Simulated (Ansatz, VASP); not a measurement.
C in VASP and in Ansatz

The input INCAR:

```
SYSTEM = C
PREC = Accurate ; ENCUT = 600
EDIFF = 1E-6 ; ISMEAR = 0
SIGMA = 0.02 ; LREAL = .FALSE.
LASPH = .TRUE. ; NELM = 100
ALGO = Normal ; ISIF = 3
LWAVE = .FALSE. ; LCHARG = .FALSE.
GGA = PE ; IBRION = 2
NSW = 100 ; EDIFFG = -0.005
```

The input KPOINTS:

```
Automatic mesh
0
G
  14 14 8
  0 0 0
```

Contents of POSCAR:

```
C
1.0
    2.1273203072     -1.2282824400      0.0000000000
    2.1273203072      1.2282824400      0.0000000000
   -1.3790696309      0.0000000000      3.5028300786
C
2
Direct
    0.8333555300      0.8333555300      0.0000930400
    0.1666444700      0.1666444700      0.9999069600
```

Input for Ansatz:

```yaml
crystal:
  lattice:
    - [2.1273203072, -1.22828244, 0.0]
    - [2.1273203072, 1.22828244, 0.0]
    - [-1.3790696309, 0.0, 3.5028300786]
  atoms:
    - { symbol: C, position: [0.83335553, 0.83335553, 9.304e-05] }
    - { symbol: C, position: [0.16664447, 0.16664447, 0.99990696] }
basis:
  ecutwfc: 420
kpoints:
  mp_grid: { grid: [14, 14, 8] }
hamiltonian:
  xc: pbe
  pseudopotentials: { kind: paw, azcp: { folder: soft_1 } }
scf:
  occupations: { method: gaussian, width: 0.02 }
output:
  forces: true
  stress: true
  eigenvalues: true
relax:
  adjacent_minimum: "off"
  f_tol: 0.005
  max_steps: 80
  cell: { stress_tol: 0.05 }
```

Alike in both runs: task relaxation of cell and atoms; functional PBE; k mesh 14 × 14 × 8; occupations gaussian, width 0.02 eV; no spin polarisation.

|  | VASP | Ansatz |
| --- | --- | --- |
| version | VASP 6.6.1 | Ansatz 0.2.0 |
| potentials or method | VASP PAW PBE potentials, release 64 (C), cutoff 600 eV | scalar-relativistic, plane waves, PAW |
| valence electrons in the cell | 8 | 8 |

```csv
,VASP,Ansatz,Ansatz less VASP
"gap on the k mesh at the Fermi level, each at its own relaxed structure (eV)",1.05,1.12,+0.066
relaxed volume (Å³/atom),10.60,11.28,+0.680
relaxed cell length with the largest relative difference (Å),4.261,4.511,+0.2493
```

One of these differences is far larger than is usual between the two programs; its cause wasn't traced.

Noted on VASP's run: the volume moved by over 15 % at a fixed basis, so the end points are rough.
